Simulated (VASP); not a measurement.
Here is a VASP 6.6.1 calculation.

The input POSCAR:

```
PtS2
1.0
    1.7644429029      1.0187015850      5.5230462186
   -1.7644429029      1.0187015850      5.5230462186
    0.0000000000     -2.0374031699      5.5230462186
Pt S
1 2
Direct
    0.0000000000      0.0000000000      0.0000000000
    0.2583047872      0.2583047872      0.2583047872
    0.7416952128      0.7416952128      0.7416952128
```

File INCAR.step1:

```
SYSTEM = PtS2
  ALGO = Normal
  EDIFF = 1E-4
  ENCUT = 520
  GGA = PE
  ISMEAR = 0
  LASPH = .True.
  LCHARG = .False.
  LREAL = .False.
  LWAVE = .True.
  NBANDS = 18
  NELM = 60
  PREC = Accurate
  SIGMA = 0.01
```

INCAR.step2

```
SYSTEM = PtS2
  ALGO = Normal
  EDIFF = 1E-6
  ENCUT = 520
  ISIF = 2
  ISMEAR = 0
  ISTART = 1
  LASPH = .True.
  LCHARG = .False.
  LMIXTAU = .True.
  LREAL = .False.
  LWAVE = .False.
  METAGGA = R2SCAN
  NBANDS = 18
  NELM = 60
  PREC = Accurate
  SIGMA = 0.01
```

File KPOINTS:

```
k-points
0
Gamma
  8 8 8
  0 0 0
```

Potentials or basis: VASP PAW PBE potentials, release 64 (Pt, S).

The run is started by

```console
$ cat potpaw_PBE.64/Pt/POTCAR potpaw_PBE.64/S/POTCAR > POTCAR
$ cp INCAR.step1 INCAR
$ mpirun -np 1 vasp_std > vasp.out
$ cp INCAR.step2 INCAR
$ mpirun -np 1 vasp_std > vasp.out
```

Question: What does it give for the largest force?

Answer: 0.047 eV/Å.

Question: What does it give for the pressure?

Answer: 1.1 GPa.

Question: Predict the band gap on the k mesh.

Answer: 1.21 eV (least direct gap 1.42 eV).

Stress tensor (GPa, compression positive):
```
1.14 0.00 0.00
0.00 1.14 0.00
0.00 0.00 1.04
```

Caveat: the PAW data sets were made with another functional, which shifts forces and pressure a little; spin-orbit coupling is left out, which moves the levels of the heavy elements. A k mesh can miss the band edges.
